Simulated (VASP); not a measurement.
# Al2O3 (dlda) (R-3c) in VASP: a series of runs

Runs on Al2O3 (dlda). Level: LDA. Tasks: single point.

All numbers are computed with VASP 6.6.1; they aren't measurements. Logs are shortened: lines on timing, memory, paths and dates and some standing lists are left out, and cuts for length are marked.

**What was measured.**

From “Multi-petahertz electron interference in Cr:Al2O3 solid-state material”, 2018, pmc:5906618, for a bulk crystal of Al2O3: band gap 8.7 eV (optical).

The results are compared with them further down.

## (1) The cell of the first run

Symmetry: R-3c, No. 167, trigonal system. The conventional cell has a = 4.729 Å, b = 4.729 Å, c = 12.890 Å, α = 90.00°, β = 90.00°, γ = 120.00°. Al (site symmetry 3) has 6 O at 1.84 to 1.95 Å within 2.4 Å. Within 2.4 Å of O (site symmetry 2) lie 4 Al at 1.84 to 1.95 Å.

## (2) Single point, LDA

Input file INCAR:

```
PREC     = Accurate       # precision mode
ENCUT    = 520            # plane-wave cutoff, eV
EDIFF    = 1E-7           # SCF threshold, eV
ISMEAR   = 0              # smearing method
SIGMA    = 0.02           # smearing width, eV
LREAL    = F              # projectors in reciprocal space
LASPH    = T              # aspherical terms in the spheres
NELM     = 100            # most SCF steps
ALGO     = Normal         # electronic algorithm
ISIF     = 2              # what is computed and relaxed
LWAVE    = F              # write WAVECAR
LCHARG   = T              # write CHGCAR
GGA      = CA             # functional
LELF     = T              # ELF
LVHAR    = T            
NBANDS   = 35             # bands
```

Input file KPOINTS:

```
Automatic mesh
0
Gamma
  6 6 6
```

Input file POSCAR:

```
Al2O3
1.0
    2.3643538321      1.3650603214      4.2965513472
   -2.3643538321      1.3650603214      4.2965513472
    0.0000000000     -2.7301206429      4.2965513472
Al O
4 6
Direct
    0.3519823809      0.3519823809      0.3519823809
    0.1480176191      0.1480176191      0.1480176191
    0.6480176191      0.6480176191      0.6480176191
    0.8519823809      0.8519823809      0.8519823809
    0.5558334230      0.9441665770      0.2500000000
    0.2500000000      0.5558334230      0.9441665770
    0.9441665770      0.2500000000      0.5558334230
    0.4441665770      0.0558334230      0.7500000000
    0.7500000000      0.4441665770      0.0558334230
    0.0558334230      0.7500000000      0.4441665770
```

Potentials or basis: VASP PAW LDA potentials, release 64 (Al, O).

Launch:

```
$ cat potpaw_LDA.64/Al/POTCAR potpaw_LDA.64/O/POTCAR > POTCAR
$ mpirun -np 1 vasp_std > vasp.out
```

OUTCAR:

```text
PREC = Accurate
   ENCUT = 520
   EDIFF = 1E-7
   ISMEAR = 0
   LREAL = F
   LASPH = T
   NELM = 100
   ISIF = 2
   GGA = CA

 ion  position               nearest neighbor table
   1  0.352  0.352  0.352-  10 1.84   9 1.84   8 1.84   7 1.95   5 1.95   6 1.95   2 2.63   3 2.77
                             3 2.77   3 2.77   2 3.20   2 3.20   2 3.20
   2  0.148  0.148  0.148-   9 1.84  10 1.84   8 1.84   6 1.95   5 1.95   7 1.95   1 2.63   4 2.77
                             4 2.77   4 2.77   1 3.20   1 3.20   1 3.20
   3  0.648  0.648  0.648-   7 1.84   6 1.84   5 1.84  10 1.95   8 1.95   9 1.95   4 2.63   1 2.77
                             1 2.77   1 2.77   4 3.20   4 3.20   4 3.20
   4  0.852  0.852  0.852-   6 1.84   7 1.84   5 1.84   9 1.95   8 1.95  10 1.95   3 2.63   2 2.77
                             2 2.77   2 2.77   3 3.20   3 3.20   3 3.20
   5  0.556  0.944  0.250-   3 1.84   4 1.84   1 1.95   2 1.95
   6  0.250  0.556  0.944-   4 1.84   3 1.84   2 1.95   1 1.95
   7  0.944  0.250  0.556-   3 1.84   4 1.84   1 1.95   2 1.95
   8  0.444  0.056  0.750-   1 1.84   2 1.84   3 1.95   4 1.95
   9  0.750  0.444  0.056-   2 1.84   1 1.84   4 1.95   3 1.95
  10  0.056  0.750  0.444-   1 1.84   2 1.84   3 1.95   4 1.95

  LATTYP: Found a trigonal (rhomboedric) cell.
 ALAT       =     5.0905709114
 COS(alpha) =     0.5685584639

  Lattice vectors:

 A1 = (   2.3643538321,   1.3650603214,   4.2965513472)
 A2 = (  -2.3643538321,   1.3650603214,   4.2965513472)
 A3 = (   0.0000000000,  -2.7301206429,   4.2965513472)

Analysis of symmetry for initial positions (statically):
=====================================================================
 Subroutine PRICEL returns:
 Original cell was already a primitive cell.

 Routine SETGRP: Setting up the symmetry group for a
 trigonal (rhombohedral) supercell.

 Subroutine GETGRP returns: Found 12 space group operations
 (whereof  6 operations were pure point group operations)
 out of a pool of 12 trial point group operations.

The static configuration has the point symmetry S_6 .
 The point group associated with its full space group is D_3d.

Analysis of symmetry for dynamics (positions and initial velocities):
=====================================================================
 Subroutine PRICEL returns:
 Original cell was already a primitive cell.

 Routine SETGRP: Setting up the symmetry group for a
 trigonal (rhombohedral) supercell.

 Subroutine GETGRP returns: Found 12 space group operations
 (whereof  6 operations were pure point group operations)
 out of a pool of 12 trial point group operations.

The dynamic configuration has the point symmetry S_6 .
 The point group associated with its full space group is D_3d.

 Subroutine INISYM returns: Found 12 space group operations
 (whereof  6 operations are pure point group operations),
 and found     1 'primitive' translations

----------------------------------------------------------------------------------------

                                     Primitive cell

  volume of cell :      83.2023

  direct lattice vectors                    reciprocal lattice vectors
     2.364353832  1.365060321  4.296551347     0.211474270  0.122094727  0.077581601
    -2.364353832  1.365060321  4.296551347    -0.211474270  0.122094727  0.077581601
     0.000000000 -2.730120643  4.296551347     0.000000000 -0.244189453  0.077581601

  length of vectors
     5.090570911  5.090570911  5.090570911     0.256217474  0.256217474  0.256217474

  position of ions in fractional coordinates (direct lattice)
     0.351982381  0.351982381  0.351982381
     0.148017619  0.148017619  0.148017619
     0.648017619  0.648017619  0.648017619
     0.851982381  0.851982381  0.851982381
     0.555833423  0.944166577  0.250000000
     0.250000000  0.555833423  0.944166577
     0.944166577  0.250000000  0.555833423
     0.444166577  0.055833423  0.750000000
     0.750000000  0.444166577  0.055833423
     0.055833423  0.750000000  0.444166577

  ion indices of the primitive-cell ions
   primitive index   ion index
                 1           1
                 2           2
                 3           3
                 4           4
                 5           5
                 6           6
                 7           7
                 8           8
                 9           9
                10          10

----------------------------------------------------------------------------------------

 KPOINTS: Automatic mesh

Automatic generation of k-mesh.
 Grid dimensions read from file:
 generate k-points for:    6    6    6

 Generating k-lattice:

  Cartesian coordinates                     Fractional coordinates (reciprocal lattice)
     0.035245712  0.020349121  0.012930267     0.166666667 -0.000000000 -0.000000000
    -0.035245712  0.020349121  0.012930267    -0.000000000  0.166666667 -0.000000000
     0.000000000 -0.040698242  0.012930267     0.000000000  0.000000000  0.166666667

  Length of vectors
     0.042702912  0.042702912  0.042702912

  Shift w.r.t. Gamma in fractional coordinates (k-lattice)
     0.000000000  0.000000000  0.000000000

 Subroutine IBZKPT returns following result:
 ===========================================

 Found     32 irreducible k-points:

 Following reciprocal coordinates:
            Coordinates               Weight
  0.000000  0.000000  0.000000      1.000000
  0.166667  0.000000  0.000000      6.000000
  0.333333  0.000000  0.000000      6.000000
  0.500000 -0.000000  0.000000      3.000000
  0.166667  0.166667  0.000000      6.000000
  0.333333  0.166667  0.000000     12.000000
[... 16 lines left out ...]
  0.500000  0.500000  0.166667      6.000000
 -0.333333  0.500000  0.166667     12.000000
 [... further k-points ...]
   k-points           NKPTS =     32   k-points in BZ     NKDIM =     32   number of bands    NBANDS=     35
   number of dos      NEDOS =    301   number of ions     NIONS =     10
   total plane-waves  NPLWV =  64000
   dimension x,y,z NGX =    40 NGY =   40 NGZ =   40
   dimension x,y,z NGXF=    80 NGYF=   80 NGZF=   80
   ions per type =               4   6
   NGX,Y,Z   is equivalent  to a cutoff of  13.06, 13.06, 13.06 a.u.
   NGXF,Y,Z  is equivalent  to a cutoff of  26.13, 26.13, 26.13 a.u.
 SYSTEM =  unknown system
   PREC   = accura    normal or accurate (medium, high low for compatibility)
   ISTART =      0    job   : 0-new  1-cont  2-samecut
   ICHARG =      2    charge: 1-file 2-atom 10-const
   ISPIN  =      1    spin polarized calculation?
   LNONCOLLINEAR =      F non collinear calculations
   LSORBIT =      F    spin-orbit coupling
   LASPH  =      T    aspherical Exc in radial PAW
   ENCUT  =  520.0 eV  38.22 Ry    6.18 a.u.   9.47  9.47  9.47*2*pi/ulx,y,z
   NELM   =    100;   NELMIN=  2; NELMDL= -5     # of ELM steps
   EDIFF  = 0.1E-06   stopping-criterion for ELM
   LREAL  =      F    real-space projection
   EDIFFG = 0.1E-05   stopping-criterion for IOM
   NSW    =      0    number of steps for IOM
   IBRION =     -1    ionic relax: 0-MD 1-quasi-New 2-CG
   NFREE  =      0    steps in history (QN), initial steepest desc. (CG)
   ISIF   =      2    stress and relaxation
   ISYM   =      2    0-nonsym 1-usesym 2-fastsym
   POTIM  = 0.5000    time-step for ionic-motion
   TEBEG  =    0.0;   TEEND  =   0.0 temperature during run
   PSTRESS=    0.0 pullay stress
   NELECT =      48.0000    total number of electrons
   NUPDOWN=      -1.0000    fix difference up-down
   EMIN   =  10.00;   EMAX   =-10.00  energy-range for DOS
   EFERMI =   0.00;   METHOD = LEGACY
   ISMEAR =     0;   SIGMA  =   0.02  broadening in eV -4-tet -1-fermi 0-gaus
   EFERMI_NEDOS =   21; number of points for ismear=-14 and -15
   IALGO  =     38    algorithm
   IMIX   =      4    mixing-type and parameters
     AMIX     =   0.40;   BMIX     =  1.00
     AMIX_MAG =   1.60;   BMIX_MAG =  1.00
  volume/ion in A,a.u.               =       8.32        56.15
  Fermi-wavevector in a.u.,A,eV,Ry     =   1.362835  2.575385 25.270375  1.857320
  Thomas-Fermi vector in A             =   2.489291
   LORBIT       =      0    0 simple, 1 ext, 2 COOP (PROOUT), +10 PAW based schemes
   GGA     = CA    functional components
   LHFCALC =     F    Hartree Fock is set to
   AEXX    =    0.0000 exact exchange contribution
   IVDW    =     0    specifies the selected vdW correction
   LEPSILON=     F    determine dielectric tensor
   LRPA    =     F    only Hartree local field effects (RPA)
 non-spin polarized calculation
 Gauss-broadening in eV      SIGMA  =   0.02
  energy-cutoff  :      520.00
  volume of cell :       83.20
 maximum number of plane-waves:      2259
 NGX is ok and might be reduce to    40
   NGX = 19   NGY = 19   NGZ = 19

 number of electron      48.0000010 magnetization

 Free energy of the ion-electron system (eV)
  ---------------------------------------------------
  ext. energy  EPLUGINS =         0.00000000
  ---------------------------------------------------
  free energy    TOTEN  =       -83.10328927 eV

  energy without entropy =      -83.10328927  energy(sigma->0) =      -83.10328927

 E-fermi :   6.1539     XC(G=0): -12.2705

 val. band max:        6.0709380922   @ k =   0.0000   0.0000   0.0000
 cond. band min:      12.5166858099   @ k =   0.0000   0.0000   0.0000
 fundamental gap:      6.4457477178
 Fermi energy:         6.1539110810

 k-point     1 :       0.0000    0.0000    0.0000
  band No.  band energies     occupation
      1     -13.1207      2.00000
      2     -10.6009      2.00000
      3     -10.2946      2.00000
      4     -10.2946      2.00000
      5      -9.9519      2.00000
      6      -9.9519      2.00000
[... 27 lines left out ...]
     34      19.8322      0.00000
     35      20.6598      0.00000
[... 843 lines left out ...]
      5     -10.1564      2.00000
      6      -9.9268      2.00000
[... 27 lines left out ...]
     34      19.3891      0.00000
     35      19.5859      0.00000

 [... further k-points ...]

------------------------ aborting loop because EDIFF is reached ----------------------------------------

  FORCE on cell =-STRESS in cart. coord.  units (eV):
  Direction    XX          YY          ZZ          XY          YZ          ZX
  --------------------------------------------------------------------------------------
  -------------------------------------------------------------------------------------
  Total        0.5255152      0.5255152      0.4391992      0.0000000     -0.0000000      0.0000000
  in kB       10.1195283     10.1195283      8.4573934      0.0000000     -0.0000000      0.0000000
  external PRESSURE =       9.5654833 kB  Pullay stress =       0.0000000 kB

 VOLUME and BASIS-vectors are now :
 -----------------------------------------------------------------------------
  energy-cutoff  :      520.00
  volume of cell :       83.20
      direct lattice vectors                 reciprocal lattice vectors
     2.364353832  1.365060321  4.296551347     0.211474270  0.122094727  0.077581601
    -2.364353832  1.365060321  4.296551347    -0.211474270  0.122094727  0.077581601
     0.000000000 -2.730120643  4.296551347     0.000000000 -0.244189453  0.077581601

 POSITION                                       TOTAL-FORCE (eV/Angst)
 -----------------------------------------------------------------------------------
      0.00000     -0.00000      4.53693         0.000000      0.000000     -0.000861
      0.00000     -0.00000      1.90790         0.000000     -0.000000      0.000861
      0.00000     -0.00000      8.35272         0.000000     -0.000000      0.000861
      0.00000     -0.00000     10.98176         0.000000      0.000000     -0.000861
     -0.91816      1.36506      7.51896        -0.003758     -0.000000     -0.000000
     -0.72310     -1.47768      7.51896         0.001879     -0.003255      0.000000
      1.64126      0.11262      7.51896         0.001879      0.003255      0.000000
      0.91816     -1.36506      5.37069         0.003758     -0.000000      0.000000
      0.72310      1.47768      5.37069        -0.001879      0.003255      0.000000
     -1.64126     -0.11262      5.37069        -0.001879     -0.003255      0.000000
 -----------------------------------------------------------------------------------
    total drift:                                0.000000     -0.000000      0.000000

  FREE ENERGIE OF THE ION-ELECTRON SYSTEM (eV)
  ---------------------------------------------------
  free  energy   TOTEN  =       -83.1032892669 eV

  energy  without entropy=      -83.1032892669  energy(sigma->0) =      -83.10328927
```

Wall time 56 s (1 thread of Intel Xeon 6975P-C (Granite Rapids), shared host); peak memory 0.22 GiB.

What came out:

| Property | Result |
| --- | --- |
| Free energy | -83.1033 eV |
| Pressure | 1.0 GPa |
| Largest force | 0.004 eV/Å |
| Band gap on the k mesh | 6.45 eV, direct |

Forces in eV/Å, atoms in the order of the input:
```
Al   0.000  0.000 -0.001
Al   0.000  0.000  0.001
Al   0.000  0.000  0.001
Al   0.000  0.000 -0.001
O   -0.004  0.000  0.000
O    0.002 -0.003  0.000
O    0.002  0.003  0.000
O    0.004  0.000  0.000
O   -0.002  0.003  0.000
O   -0.002 -0.003  0.000
```

Stress tensor (GPa, compression positive):
```
1.01 0.00 0.00
0.00 1.01 0.00
0.00 0.00 0.85
```

(Continued in part 2 of 2.)
